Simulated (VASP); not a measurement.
Set up this calculation in VASP 6.6.1, as the native input.

```yaml
Task: single point
Functional: PBE
Dispersion: D3(BJ)
Potentials_or_basis: VASP PAW PBE potentials, release 64 (Si)
Cutoff: 520 eV
k_mesh: 24 × 24 × 14
Occupations: gaussian, width 0.15 eV
Spin: no spin polarisation
Dipole_correction: no
Further_INCAR_settings: ALGO = Normal; EDIFF = 1e-06; NBANDS = 11
```

The structure of Si lies in POSCAR:

```
Si
1.0
    2.6369973380      0.0000000000      0.0824061668
   -1.3184986690      2.2837066844     -0.0412030834
    0.1409059839      0.0000000000      4.5089914857
Si
2
Direct
    0.3333333333      0.6666666667      0.2500000000
    0.6666666667      0.3333333333      0.7500000000
```

This cell differs from its parent crystal: strain +0.0625 x Voigt [0, 0, 0, 0, 1, 0].

The input as run:

INCAR

```
  PREC = Accurate
  ENCUT = 520
  EDIFF = 1E-6
  ISMEAR = 0
  SIGMA = 0.15
  LREAL = F
  LASPH = T
  NELM = 100
  ALGO = Normal
  ISIF = 2
  LWAVE = F
  LCHARG = F
  GGA = PE
  IVDW = 12
  NBANDS = 11
```

KPOINTS

```
regular mesh
0
Gamma
  24 24 14
```

Potentials or basis: VASP PAW PBE potentials, release 64 (Si).

Launch:

```console
$ cat potpaw_PBE.64/Si/POTCAR > POTCAR
$ mpirun -np 1 vasp_std > vasp.out
```

Results of the run:

* Pressure: 0.3 GPa
* Largest force: 0.019 eV/Å
* Band gap on the k mesh: zero (bands 4 and 5 overlap by 13.27 eV)
* Dispersion energy per atom: -0.458 eV

Caveat: the cell differs from its parent crystal (strain +0.0625 x Voigt [0, 0, 0, 0, 1, 0]).

Wall time 2.4 min on 1 thread of AMD EPYC 9R45 96-Core Processor (Zen 5), with other jobs on the host, peak memory 0.53 GiB.
